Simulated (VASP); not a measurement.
# MgS (gw) (F-43m) in VASP: notebook

The runs below take MgS (gw) through single point, with PBEsol.

Program: VASP 6.6.1. These are calculated values, not measurements. Logs are shortened: lines on timing, memory, paths and dates and some standing lists are left out, and cuts for length are marked.

## 1. The cell of the first run

The structure is cubic, space group F-43m (No. 216). Conventional cell: a = 5.595 Å, b = 5.595 Å, c = 5.595 Å, α = 90.00°, β = 90.00°, γ = 90.00°. Within 3.2 Å of Mg (site symmetry -43m) lie 4 S at 2.42 Å. S (site symmetry -43m) has 4 Mg at 2.42 Å within 3.2 Å.

## 2. Single point, PBEsol

INCAR

```
SYSTEM = MgS
PREC = Accurate
ENCUT = 600
EDIFF = 1E-6
ISMEAR = 0
SIGMA = 0.01
LREAL = .False.
LASPH = .True.
NELM = 120
ALGO = Normal
ISIF = 2
LWAVE = .False.
LCHARG = .True.
GGA = PS
LELF = .True.
LVHAR = .True.
NBANDS = 11
GGA_COMPAT = .False.
```

KPOINTS

```
Automatic mesh
0
Gamma
  4 4 4
  0 0 0
```

POSCAR

```
MgS
1.0
    0.0000000000      2.7974445220      2.7974445220
    2.7974445220      0.0000000000      2.7974445220
    2.7974445220      2.7974445220      0.0000000000
Mg S
1 1
Direct
    0.0000000000      0.0000000000      0.0000000000
    0.2500000000      0.2500000000      0.2500000000
```

Potentials or basis: VASP PAW PBE potentials, release 64 (Mg, S).

Started as:

```
cat potpaw_PBE.64/Mg/POTCAR potpaw_PBE.64/S/POTCAR > POTCAR
mpirun -np 1 vasp_std > vasp.out
```

OUTCAR:

```text
SYSTEM = MgS
   PREC = Accurate
   ENCUT = 600
   EDIFF = 1E-6
   ISMEAR = 0
   LREAL = .False.
   LASPH = .True.
   NELM = 120
   ISIF = 2
   GGA = PS

 ion  position               nearest neighbor table
   1  0.000  0.000  0.000-   2 2.42   2 2.42   2 2.42   2 2.42
   2  0.250  0.250  0.250-   1 2.42   1 2.42   1 2.42   1 2.42

  LATTYP: Found a face centered cubic cell.
 ALAT       =     5.5948890440

  Lattice vectors:

 A1 = (   0.0000000000,   2.7974445220,   2.7974445220)
 A2 = (   2.7974445220,   0.0000000000,   2.7974445220)
 A3 = (   2.7974445220,   2.7974445220,   0.0000000000)

Analysis of symmetry for initial positions (statically):
=====================================================================
 Subroutine PRICEL returns:
 Original cell was already a primitive cell.

 Routine SETGRP: Setting up the symmetry group for a
 face centered cubic supercell.

 Subroutine GETGRP returns: Found 24 space group operations
 (whereof 24 operations were pure point group operations)
 out of a pool of 48 trial point group operations.

The static configuration has the point symmetry T_d .

Analysis of symmetry for dynamics (positions and initial velocities):
=====================================================================
 Subroutine PRICEL returns:
 Original cell was already a primitive cell.

 Routine SETGRP: Setting up the symmetry group for a
 face centered cubic supercell.

 Subroutine GETGRP returns: Found 24 space group operations
 (whereof 24 operations were pure point group operations)
 out of a pool of 48 trial point group operations.

The dynamic configuration has the point symmetry T_d .

 Subroutine INISYM returns: Found 24 space group operations
 (whereof 24 operations are pure point group operations),
 and found     1 'primitive' translations

----------------------------------------------------------------------------------------

                                     Primitive cell

  volume of cell :      43.7839

  direct lattice vectors                    reciprocal lattice vectors
     0.000000000  2.797444522  2.797444522    -0.178734554  0.178734554  0.178734554
     2.797444522  0.000000000  2.797444522     0.178734554 -0.178734554  0.178734554
     2.797444522  2.797444522  0.000000000     0.178734554  0.178734554 -0.178734554

  length of vectors
     3.956183983  3.956183983  3.956183983     0.309577329  0.309577329  0.309577329

  position of ions in fractional coordinates (direct lattice)
     0.000000000  0.000000000  0.000000000
     0.250000000  0.250000000  0.250000000

  ion indices of the primitive-cell ions
   primitive index   ion index
                 1           1
                 2           2

----------------------------------------------------------------------------------------

 KPOINTS: Automatic mesh

Automatic generation of k-mesh.
 Grid dimensions read from file:
 generate k-points for:    4    4    4

 Generating k-lattice:

  Cartesian coordinates                     Fractional coordinates (reciprocal lattice)
    -0.044683639  0.044683639  0.044683639     0.250000000  0.000000000  0.000000000
     0.044683639 -0.044683639  0.044683639     0.000000000  0.250000000  0.000000000
     0.044683639  0.044683639 -0.044683639     0.000000000  0.000000000  0.250000000

  Length of vectors
     0.077394332  0.077394332  0.077394332

  Shift w.r.t. Gamma in fractional coordinates (k-lattice)
     0.000000000  0.000000000  0.000000000

 Subroutine IBZKPT returns following result:
 ===========================================

 Found      8 irreducible k-points:

 Following reciprocal coordinates:
            Coordinates               Weight
  0.000000  0.000000  0.000000      1.000000
  0.250000  0.000000  0.000000      8.000000
  0.500000  0.000000  0.000000      4.000000
  0.250000  0.250000  0.000000      6.000000
  0.500000  0.250000  0.000000     24.000000
 -0.250000  0.250000  0.000000     12.000000
  0.500000  0.500000  0.000000      3.000000
 -0.250000  0.500000  0.250000      6.000000
   k-points           NKPTS =      8   k-points in BZ     NKDIM =      8   number of bands    NBANDS=     11
   number of dos      NEDOS =    301   number of ions     NIONS =      2
   total plane-waves  NPLWV =  32768
   dimension x,y,z NGX =    32 NGY =   32 NGZ =   32
   dimension x,y,z NGXF=    64 NGYF=   64 NGZF=   64
   ions per type =               1   1
   NGX,Y,Z   is equivalent  to a cutoff of  13.45, 13.45, 13.45 a.u.
   NGXF,Y,Z  is equivalent  to a cutoff of  26.89, 26.89, 26.89 a.u.
 SYSTEM =  MgS
   PREC   = accura    normal or accurate (medium, high low for compatibility)
   ISTART =      0    job   : 0-new  1-cont  2-samecut
   ICHARG =      2    charge: 1-file 2-atom 10-const
   ISPIN  =      1    spin polarized calculation?
   LNONCOLLINEAR =      F non collinear calculations
   LSORBIT =      F    spin-orbit coupling
   LASPH  =      T    aspherical Exc in radial PAW
   ENCUT  =  600.0 eV  44.10 Ry    6.64 a.u.   7.90  7.90  7.90*2*pi/ulx,y,z
   NELM   =    120;   NELMIN=  2; NELMDL= -5     # of ELM steps
   EDIFF  = 0.1E-05   stopping-criterion for ELM
   LREAL  =      F    real-space projection
   EDIFFG = 0.1E-04   stopping-criterion for IOM
   NSW    =      0    number of steps for IOM
   IBRION =     -1    ionic relax: 0-MD 1-quasi-New 2-CG
   NFREE  =      0    steps in history (QN), initial steepest desc. (CG)
   ISIF   =      2    stress and relaxation
   ISYM   =      2    0-nonsym 1-usesym 2-fastsym
   POTIM  = 0.5000    time-step for ionic-motion
   TEBEG  =    0.0;   TEEND  =   0.0 temperature during run
   PSTRESS=    0.0 pullay stress
   NELECT =       8.0000    total number of electrons
   NUPDOWN=      -1.0000    fix difference up-down
   EMIN   =  10.00;   EMAX   =-10.00  energy-range for DOS
   EFERMI =   0.00;   METHOD = LEGACY
   ISMEAR =     0;   SIGMA  =   0.01  broadening in eV -4-tet -1-fermi 0-gaus
   EFERMI_NEDOS =   21; number of points for ismear=-14 and -15
   IALGO  =     38    algorithm
   IMIX   =      4    mixing-type and parameters
     AMIX     =   0.40;   BMIX     =  1.00
     AMIX_MAG =   1.60;   BMIX_MAG =  1.00
  volume/ion in A,a.u.               =      21.89       147.73
  Fermi-wavevector in a.u.,A,eV,Ry     =   0.928966  1.755492 11.741537  0.862979
  Thomas-Fermi vector in A             =   2.055199
   LORBIT       =      0    0 simple, 1 ext, 2 COOP (PROOUT), +10 PAW based schemes
   GGA     = PS    functional components
   LHFCALC =     F    Hartree Fock is set to
   AEXX    =    0.0000 exact exchange contribution
   IVDW    =     0    specifies the selected vdW correction
   LEPSILON=     F    determine dielectric tensor
   LRPA    =     F    only Hartree local field effects (RPA)
 non-spin polarized calculation
 Gauss-broadening in eV      SIGMA  =   0.01
  energy-cutoff  :      600.00
  volume of cell :       43.78
 maximum number of plane-waves:      1476
   NGX = 15   NGY = 15   NGZ = 15

 number of electron       7.9999999 magnetization

 Free energy of the ion-electron system (eV)
  ---------------------------------------------------
  ext. energy  EPLUGINS =         0.00000000
  ---------------------------------------------------
  free energy    TOTEN  =        -8.89395500 eV

  energy without entropy =       -8.89395500  energy(sigma->0) =       -8.89395500

 E-fermi :   1.3695     XC(G=0):  -8.7105

 val. band max:        1.2416196217   @ k =   0.0000   0.0000   0.0000
 cond. band min:       4.7077804799   @ k =   0.0000   0.0000   0.0000
 fundamental gap:      3.4661608581
 Fermi energy:         1.3695356311

 k-point     1 :       0.0000    0.0000    0.0000
  band No.  band energies     occupation
      1     -10.1489      2.00000
      2       1.2416      2.00000
      3       1.2416      2.00000
      4       1.2416      2.00000
      5       4.7078      0.00000
      6       9.1961      0.00000
      7       9.1961      0.00000
      8       9.1961      0.00000
      9      12.0919      0.00000
     10      12.0919      0.00000
     11      15.0682      0.00000

 k-point     2 :       0.2500    0.0000    0.0000
  band No.  band energies     occupation
      1      -9.8059      2.00000
      2      -0.7165      2.00000
      3       1.0595      2.00000
      4       1.0595      2.00000
      5       6.2416      0.00000
      6       9.0711      0.00000
      7       9.3948      0.00000
      8       9.3948      0.00000
      9      11.6718      0.00000
     10      11.6718      0.00000
     11      13.4626      0.00000

 k-point     3 :       0.5000    0.0000    0.0000
  band No.  band energies     occupation
      1      -9.3980      2.00000
      2      -2.0714      2.00000
      3       0.8994      2.00000
      4       0.8994      2.00000
      5       6.3554      0.00000
      6       8.8226      0.00000
      7       8.8226      0.00000
      8       9.8289      0.00000
      9      14.2222      0.00000
     10      14.5309      0.00000
     11      14.5309      0.00000

 k-point     4 :       0.2500    0.2500    0.0000
  band No.  band energies     occupation
      1      -9.6931      2.00000
      2      -0.5908      2.00000
      3       0.6374      2.00000
      4       0.6374      2.00000
      5       6.3409      0.00000
      6       7.7531      0.00000
      7       9.6621      0.00000
      8      10.7909      0.00000
      9      10.7909      0.00000
     10      13.1623      0.00000
     11      16.8184      0.00000

 k-point     5 :       0.5000    0.2500    0.0000
  band No.  band energies     occupation
      1      -9.2844      2.00000
      2      -1.5512      2.00000
      3      -0.1607      2.00000
      4       0.4889      2.00000
      5       6.3179      0.00000
      6       8.2390      0.00000
      7       9.8344      0.00000
      8      10.5628      0.00000
      9      12.9891      0.00000
     10      14.7262      0.00000
     11      16.0322      0.00000

 k-point     6 :      -0.2500    0.2500    0.0000
  band No.  band energies     occupation
      1      -9.4196      2.00000
      2      -1.3163      2.00000
      3      -0.2452      2.00000
      4       0.8772      2.00000
      5       7.5688      0.00000
      6       8.0846      0.00000
      7       9.2666      0.00000
      8       9.9456      0.00000
      9      11.2686      0.00000
     10      14.6603      0.00000
     11      15.6870      0.00000

 k-point     7 :       0.5000    0.5000    0.0000
  band No.  band energies     occupation
      1      -9.1554      2.00000
      2      -1.7177      2.00000
      3       0.1480      2.00000
      4       0.1480      2.00000
      5       4.9098      0.00000
      6       6.8217      0.00000
      7      12.6163      0.00000
      8      13.6841      0.00000
      9      13.6841      0.00000
     10      15.2941      0.00000
     11      15.2973      0.00000

 k-point     8 :      -0.2500    0.5000    0.2500
  band No.  band energies     occupation
      1      -9.1451      2.00000
      2      -1.1530      2.00000
      3      -0.7269      2.00000
      4      -0.1849      2.00000
      5       6.6397      0.00000
      6       9.3427      0.00000
      7       9.3605      0.00000
      8       9.7937      0.00000
      9      14.0660      0.00000
     10      15.1212      0.00000
     11      15.2846      0.00000

------------------------ aborting loop because EDIFF is reached ----------------------------------------

  FORCE on cell =-STRESS in cart. coord.  units (eV):
  Direction    XX          YY          ZZ          XY          YZ          ZX
  --------------------------------------------------------------------------------------
  -------------------------------------------------------------------------------------
  Total        0.5238498      0.5238498      0.5238498      0.0000000      0.0000000      0.0000000
  in kB       19.1691544     19.1691544     19.1691544      0.0000000      0.0000000      0.0000000
  external PRESSURE =      19.1691544 kB  Pullay stress =       0.0000000 kB

 VOLUME and BASIS-vectors are now :
 -----------------------------------------------------------------------------
  energy-cutoff  :      600.00
  volume of cell :       43.78
      direct lattice vectors                 reciprocal lattice vectors
     0.000000000  2.797444522  2.797444522    -0.178734554  0.178734554  0.178734554
     2.797444522  0.000000000  2.797444522     0.178734554 -0.178734554  0.178734554
     2.797444522  2.797444522  0.000000000     0.178734554  0.178734554 -0.178734554

 POSITION                                       TOTAL-FORCE (eV/Angst)
 -----------------------------------------------------------------------------------
      0.00000      0.00000      0.00000        -0.000000     -0.000000     -0.000000
      1.39872      1.39872      1.39872         0.000000      0.000000      0.000000
 -----------------------------------------------------------------------------------
    total drift:                               -0.000000     -0.000000     -0.000000

  FREE ENERGIE OF THE ION-ELECTRON SYSTEM (eV)
  ---------------------------------------------------
  free  energy   TOTEN  =        -8.8939549959 eV

  energy  without entropy=       -8.8939549959  energy(sigma->0) =       -8.89395500
```

It took 13 s on 1 thread of Intel Xeon 8259CL, shared host; peak memory 0.17 GiB.

Results:

| Item | Value |
| --- | --- |
| Free energy | -8.8940 eV |
| Pressure | 1.9 GPa |
| Band gap on the k mesh | 3.47 eV, direct |

Levels at points of the mesh, in eV from the valence-band top:
| k point | band 2 | band 3 | band 4 | band 5 | band 6 | band 7 |
| --- | --- | --- | --- | --- | --- | --- |
| (0.00, 0.00, 0.00) | 0.00 | 0.00 | 0.00 | 3.47 | 7.95 | 7.95 |
| (0.50, 0.00, 0.00) | -3.31 | -0.34 | -0.34 | 5.11 | 7.58 | 7.58 |
| (0.50, 0.50, 0.00) | -2.96 | -1.09 | -1.09 | 3.67 | 5.58 | 11.37 |

Caveat: the k points lie up to 0.49 Å⁻¹ apart; the PAW data sets were made with another functional, which shifts forces and pressure a little. A k mesh can miss the band edges.

## 3. Single point, PBEsol

INCAR

```
PREC = Accurate ; ENCUT = 600
EDIFF = 1E-6 ; ISMEAR = 0
SIGMA = 0.01 ; LREAL = F
LASPH = T ; NELM = 120
ALGO = Normal ; ISIF = 2
LWAVE = F ; LCHARG = F
GGA = PS ; NBANDS = 11
GGA_COMPAT = F
```

KPOINTS

```
regular mesh
0
Gamma
  4 4 4
```

POSCAR is that of step 2.

Potentials or basis: VASP PAW PBE potentials, release 64 (Mg, S).

Started as:

```
cat potpaw_PBE.64/Mg/POTCAR potpaw_PBE.64/S/POTCAR > POTCAR
mpirun -np 1 vasp_std > vasp.out
```

Run time: 14 s. Hardware: 1 thread of Intel Xeon 8259CL, shared host; peak memory 0.17 GiB.

It converged, with:

```yaml
Free_energy: -8.8940 eV
Pressure: 1.9 GPa
Band_gap_on_the_k_mesh: 3.47 eV, direct
```

Levels at points of the mesh, in eV from the valence-band top:
```tsv
k point	band 1	band 2	band 3	band 4	band 5	band 6	band 7	band 8	band 9
(0.00, 0.00, 0.00)	-11.39	0.00	0.00	0.00	3.47	7.95	7.95	7.95	10.85
(0.50, 0.00, 0.00)	-10.64	-3.31	-0.34	-0.34	5.11	7.58	7.58	8.59	12.98
(0.50, 0.50, 0.00)	-10.40	-2.96	-1.09	-1.09	3.67	5.58	11.37	12.44	12.44
```

Caveat: the k points lie up to 0.49 Å⁻¹ apart; the PAW data sets were made with another functional, which shifts forces and pressure a little.
